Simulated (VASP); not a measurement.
# Si (a cell with a defect) in VASP: a series of runs, part 2 of 2

VASP 6.6.1.

**3. Single point, LDA**

Contents of INCAR:

```
  ALGO = Normal
  EDIFF = 1E-6
  ENCUT = 520
  GGA = CA
  ISIF = 2
  ISMEAR = 0
  LASPH = T
  LCHARG = T
  LELF = T
  LREAL = Auto
  LVHAR = T
  LWAVE = F
  NBANDS = 48
  NELM = 60
  PREC = Accurate
  SIGMA = 0.05
```

Contents of KPOINTS:

```
k-points
0
Gamma
  2 2 2
```

Contents of POSCAR:

```
Si
1.0
    0.0000000000      5.4300000000      5.4300000000
    5.4300000000      0.0000000000      5.4300000000
    5.4300000000      5.4300000000      0.0000000000
Si
17
Direct
    0.0108391415      0.0106775589     -0.0263368607
    0.1274367659      0.1271480612      0.1127468692
   -0.0189581903     -0.0192288410      0.4814547503
    0.1071099620      0.1068804831      0.6073482534
    0.0088264995      0.4992952950     -0.0000287749
    0.1447593338      0.6172258125      0.1176626074
    0.0109956942      0.4731625656      0.5112289561
    0.1275184441      0.6121110772      0.6278481356
    0.4995974855      0.0085269420     -0.0000096693
    0.6174699947      0.1445332687      0.1176957208
    0.4733901389      0.0107754764      0.5111575195
    0.6123654024      0.1272274396      0.6278450378
    0.5135445372      0.5133296104      0.0138399733
    0.6387037005      0.6383877255      0.1390401327
    0.4996250494      0.4993455305      0.5091518758
    0.6174165960      0.6171953266      0.6450357786
    0.8191743649      0.8187855877      0.3196498545
```

Potentials or basis: VASP PAW LDA potentials, release 64 (Si).

On the command line:

```sh
> cat potpaw_LDA.64/Si/POTCAR > POTCAR
> mpirun -np 1 vasp_std > vasp.out
```

OUTCAR:

```text
EDIFF = 1E-6
   ENCUT = 520
   GGA = CA
   ISIF = 2
   ISMEAR = 0
   LASPH = T
   LREAL = Auto
   NELM = 60
   PREC = Accurate

 ion  position               nearest neighbor table
   1  0.011  0.011  0.974-   4 2.32   2 2.34  17 2.40  10 2.47   6 2.47
   2  0.127  0.127  0.113-   3 2.33   1 2.34   5 2.34   9 2.34
   3  0.981  0.981  0.481-   8 2.33  12 2.33   2 2.33   4 2.37  17 3.05
   4  0.107  0.107  0.607-  11 2.32   1 2.32   7 2.32   3 2.37
   5  0.009  0.499  1.000-  14 2.33   6 2.33   8 2.34   2 2.34
   6  0.145  0.617  0.118-  13 2.33   5 2.33  17 2.39   1 2.47   7 2.47
   7  0.011  0.473  0.511-   4 2.32   8 2.34  17 2.39   6 2.47  16 2.47
   8  0.128  0.612  0.628-   3 2.33   7 2.34  15 2.34   5 2.34
   9  0.500  0.009  1.000-  14 2.33  10 2.33  12 2.34   2 2.34
  10  0.617  0.145  0.118-  13 2.33   9 2.33  17 2.39   1 2.47  11 2.47
  11  0.473  0.011  0.511-   4 2.32  12 2.34  17 2.39  10 2.47  16 2.47
  12  0.612  0.127  0.628-   3 2.33  11 2.34  15 2.34   9 2.34
  13  0.514  0.513  0.014-   6 2.33  10 2.33  16 2.33  14 2.35
  14  0.639  0.638  0.139-  15 2.33   5 2.33   9 2.33  13 2.35
  15  0.500  0.499  0.509-  14 2.33  16 2.33   8 2.34  12 2.34
  16  0.617  0.617  0.645-  13 2.33  15 2.33  17 2.39   7 2.47  11 2.47
  17  0.819  0.819  0.320-  16 2.39   6 2.39  10 2.39   7 2.39  11 2.39   1 2.40   3 3.05

  LATTYP: Found a face centered cubic cell.
 ALAT       =    10.8600000000

  Lattice vectors:

 A1 = (   0.0000000000,   5.4300000000,   5.4300000000)
 A2 = (   5.4300000000,   0.0000000000,   5.4300000000)
 A3 = (   5.4300000000,   5.4300000000,   0.0000000000)

Analysis of symmetry for initial positions (statically):
=====================================================================
 Subroutine PRICEL returns:
 Original cell was already a primitive cell.

 Routine SETGRP: Setting up the symmetry group for a
 face centered cubic supercell.

 Subroutine GETGRP returns: Found  1 space group operations
 (whereof  1 operations were pure point group operations)
 out of a pool of 48 trial point group operations.

The static configuration has the point symmetry C_1 .

Analysis of symmetry for dynamics (positions and initial velocities):
=====================================================================
 Subroutine PRICEL returns:
 Original cell was already a primitive cell.

 Routine SETGRP: Setting up the symmetry group for a
 face centered cubic supercell.

 Subroutine GETGRP returns: Found  1 space group operations
 (whereof  1 operations were pure point group operations)
 out of a pool of 48 trial point group operations.

The dynamic configuration has the point symmetry C_1 .

 Subroutine INISYM returns: Found  1 space group operations
 (whereof  1 operations are pure point group operations),
 and found     1 'primitive' translations

----------------------------------------------------------------------------------------

                                     Primitive cell

  volume of cell :     320.2060

  direct lattice vectors                    reciprocal lattice vectors
     0.000000000  5.430000000  5.430000000    -0.092081031  0.092081031  0.092081031
     5.430000000  0.000000000  5.430000000     0.092081031 -0.092081031  0.092081031
     5.430000000  5.430000000  0.000000000     0.092081031  0.092081031 -0.092081031

  length of vectors
[... 75 lines left out ...]
  0.000000  0.500000  0.500000      1.000000
  0.500000  0.000000  0.500000      1.000000
   k-points           NKPTS =      8   k-points in BZ     NKDIM =      8   number of bands    NBANDS=     48
   number of dos      NEDOS =    301   number of ions     NIONS =     17
   total plane-waves  NPLWV = 216000
   dimension x,y,z NGX =    60 NGY =   60 NGZ =   60
   dimension x,y,z NGXF=   120 NGYF=  120 NGZF=  120
   ions per type =              17
   NGX,Y,Z   is equivalent  to a cutoff of  12.99, 12.99, 12.99 a.u.
   NGXF,Y,Z  is equivalent  to a cutoff of  25.98, 25.98, 25.98 a.u.
 SYSTEM =  unknown system
   PREC   = accura    normal or accurate (medium, high low for compatibility)
   ISTART =      0    job   : 0-new  1-cont  2-samecut
   ICHARG =      2    charge: 1-file 2-atom 10-const
   ISPIN  =      1    spin polarized calculation?
   LNONCOLLINEAR =      F non collinear calculations
   LSORBIT =      F    spin-orbit coupling
   LASPH  =      T    aspherical Exc in radial PAW
   ENCUT  =  520.0 eV  38.22 Ry    6.18 a.u.  14.28 14.28 14.28*2*pi/ulx,y,z
   NELM   =     60;   NELMIN=  2; NELMDL= -5     # of ELM steps
   EDIFF  = 0.1E-05   stopping-criterion for ELM
   LREAL  =      T    real-space projection
   EDIFFG = 0.1E-04   stopping-criterion for IOM
   NSW    =      0    number of steps for IOM
   IBRION =     -1    ionic relax: 0-MD 1-quasi-New 2-CG
   NFREE  =      0    steps in history (QN), initial steepest desc. (CG)
   ISIF   =      2    stress and relaxation
   ISYM   =      2    0-nonsym 1-usesym 2-fastsym
   POTIM  = 0.5000    time-step for ionic-motion
   TEBEG  =    0.0;   TEEND  =   0.0 temperature during run
   PSTRESS=    0.0 pullay stress
   NELECT =      68.0000    total number of electrons
   NUPDOWN=      -1.0000    fix difference up-down
   EMIN   =  10.00;   EMAX   =-10.00  energy-range for DOS
   EFERMI =   0.00;   METHOD = LEGACY
   ISMEAR =     0;   SIGMA  =   0.05  broadening in eV -4-tet -1-fermi 0-gaus
   EFERMI_NEDOS =   21; number of points for ismear=-14 and -15
   IALGO  =     38    algorithm
   IMIX   =      4    mixing-type and parameters
     AMIX     =   0.40;   BMIX     =  1.00
     AMIX_MAG =   1.60;   BMIX_MAG =  1.00
  volume/ion in A,a.u.               =      18.84       127.11
  Fermi-wavevector in a.u.,A,eV,Ry     =   0.976715  1.845724 12.979587  0.953973
  Thomas-Fermi vector in A             =   2.107356
   LORBIT       =      0    0 simple, 1 ext, 2 COOP (PROOUT), +10 PAW based schemes
   GGA     = CA    functional components
   LHFCALC =     F    Hartree Fock is set to
   AEXX    =    0.0000 exact exchange contribution
   IVDW    =     0    specifies the selected vdW correction
   LEPSILON=     F    determine dielectric tensor
   LRPA    =     F    only Hartree local field effects (RPA)
 non-spin polarized calculation
 Gauss-broadening in eV      SIGMA  =   0.05
  energy-cutoff  :      520.00
  volume of cell :      320.21
 maximum number of plane-waves:      8646
 NGX is ok and might be reduce to    60
   NGX = 29   NGY = 29   NGZ = 29

 number of electron      68.0000000 magnetization

 Free energy of the ion-electron system (eV)
  ---------------------------------------------------
  ext. energy  EPLUGINS =         0.00000000
  ---------------------------------------------------
  free energy    TOTEN  =       -97.24576166 eV

  energy without entropy =      -97.23614314  energy(sigma->0) =      -97.24095240

 E-fermi :   6.6203     XC(G=0):  -9.8611

 val. band max:        6.4483061213   @ k =   0.5000   0.0000   0.5000
 cond. band min:       6.6335380994   @ k =   0.0000   0.0000   0.0000
 fundamental gap:      0.1852319780
 Fermi energy:         6.6202901059

 k-point     1 :       0.0000    0.0000    0.0000
  band No.  band energies     occupation
      1      -6.2738      2.00000
      2      -3.9606      2.00000
      3      -3.6812      2.00000
      4      -3.6809      2.00000
      5      -3.4360      2.00000
      6      -2.5967      2.00000
[... 381 lines left out ...]
     45      10.2602      0.00000
     46      10.3611      0.00000
 [bands above 46 left out]

------------------------ aborting loop because EDIFF is reached ----------------------------------------

  FORCE on cell =-STRESS in cart. coord.  units (eV):
  Direction    XX          YY          ZZ          XY          YZ          ZX
  --------------------------------------------------------------------------------------
  -------------------------------------------------------------------------------------
  Total        2.6518117      2.6536612      2.6532053     -0.8734713     -0.8655674     -0.8669952
  in kB       13.2685595     13.2778135     13.2755325     -4.3704858     -4.3309383     -4.3380823
  external PRESSURE =      13.2739685 kB  Pullay stress =       0.0000000 kB

 VOLUME and BASIS-vectors are now :
 -----------------------------------------------------------------------------
  energy-cutoff  :      520.00
  volume of cell :      320.21
      direct lattice vectors                 reciprocal lattice vectors
     0.000000000  5.430000000  5.430000000    -0.092081031  0.092081031  0.092081031
     5.430000000  0.000000000  5.430000000     0.092081031 -0.092081031  0.092081031
     5.430000000  5.430000000  0.000000000     0.092081031  0.092081031 -0.092081031

 POSITION                                       TOTAL-FORCE (eV/Angst)
 -----------------------------------------------------------------------------------
      5.34497      5.34585      0.11684        -0.004203     -0.003573      0.021256
      1.30263      1.30420      1.38240        -0.002868     -0.002539      0.005750
      7.93989      7.94136     10.65264        -0.002832     -0.003919     -0.000259
      3.87826      3.87951      1.16197         0.002333      0.001585      0.001530
      8.14102      5.47777      2.75910        -0.003052      0.004801      0.002774
      3.99044      1.42495      4.13758         0.016663     -0.015781     -0.017180
[... 9 lines left out ...]
      6.85391      6.85512      6.70394        -0.012807     -0.014121      0.012334
      6.18170      6.18382      8.89412        -0.003225     -0.008332      0.003680
 -----------------------------------------------------------------------------------
    total drift:                                0.000181      0.000790     -0.001339

  FREE ENERGIE OF THE ION-ELECTRON SYSTEM (eV)
  ---------------------------------------------------
  free  energy   TOTEN  =       -97.2457616632 eV

  energy  without entropy=      -97.2361431420  energy(sigma->0) =      -97.24095240
```

Wall time 1.8 min (1 thread of Intel Xeon 6975P-C (Granite Rapids), shared host); peak memory 0.37 GiB.

What came out:

| Item | Value |
| --- | --- |
| Free energy | -97.2458 eV |
| Pressure | 1.3 GPa |
| Largest force | 0.031 eV/Å |
| Band gap on the k mesh | zero (filled and empty bands overlap) |

Forces in eV/Å, atoms in the order of the input:
```
Si  -0.004 -0.004  0.021
Si  -0.003 -0.003  0.006
Si  -0.003 -0.004  0.000
Si   0.002  0.002  0.002
Si  -0.003  0.005  0.003
Si   0.017 -0.016 -0.017
Si  -0.009  0.023 -0.009
Si  -0.002  0.005 -0.003
Si   0.003 -0.002  0.004
Si  -0.018  0.016 -0.019
Si   0.021 -0.006 -0.007
Si   0.005 -0.002 -0.004
Si   0.017  0.018  0.018
Si  -0.010 -0.013 -0.008
Si   0.003  0.004 -0.003
Si  -0.013 -0.014  0.012
Si  -0.003 -0.008  0.004
```

Caveat: the k points lie up to 0.50 Å⁻¹ apart.
